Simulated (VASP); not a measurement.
Set up this calculation in VASP 6.6.1, as the native input.

* Task: single point
* Functional: PBE
* Potentials or basis: VASP PAW PBE potentials, release 64 (Ni)
* Cutoff: 600 eV
* k mesh: 4 × 4 × 4
* Occupations: fermi-dirac, width 0.1 eV
* Spin: collinear spin, ferromagnetic start
* Starting moments: [1.0] μB
* Dipole correction: no
* Further INCAR settings: ALGO = Normal; EDIFF = 1e-06; NBANDS = 15

The structure of Ni lies in POSCAR:

```
Ni
1.0
    0.0000000000      1.7620000000      1.7620000000
    1.7620000000      0.0000000000      1.7620000000
    1.7620000000      1.7620000000      0.0000000000
Ni
1
Direct
    0.0000000000      0.0000000000      0.0000000000
```

One way to write it, as run:

INCAR

```
SYSTEM = Ni
PREC = Accurate
ENCUT = 600
EDIFF = 1E-6
ISMEAR = -1
SIGMA = 0.1
LREAL = .FALSE.
LASPH = .TRUE.
NELM = 200
ALGO = Normal
ISIF = 2
LWAVE = .FALSE.
LCHARG = .TRUE.
ISPIN = 2
MAGMOM = 1
LORBIT = 11
LMAXMIX = 4
GGA = PE
LELF = .TRUE.
LVHAR = .TRUE.
NBANDS = 15
GGA_COMPAT = .FALSE.
```

KPOINTS

```
Automatic mesh
0
G
  4 4 4
  0 0 0
```

Potentials or basis: VASP PAW PBE potentials, release 64 (Ni).

The run is started by

```bash
$ cat potpaw_PBE.64/Ni/POTCAR > POTCAR
$ mpirun -np 1 vasp_std > vasp.out
```

It gave:

```json
{
 "Pressure": "-4.0 GPa",
 "Net moment": "0.58 μB per cell",
 "Site moments": "Ni +0.60 μB",
 "Valence electrons inside the program's atomic spheres": "Ni 9.29"
}
```

Caveat: the k points lie up to 0.77 Å⁻¹ apart.

Run time: 9 s on 1 thread of Intel(R) Xeon(R) Platinum 8488C (Sapphire Rapids) (shared host), peak memory 0.13 GiB.
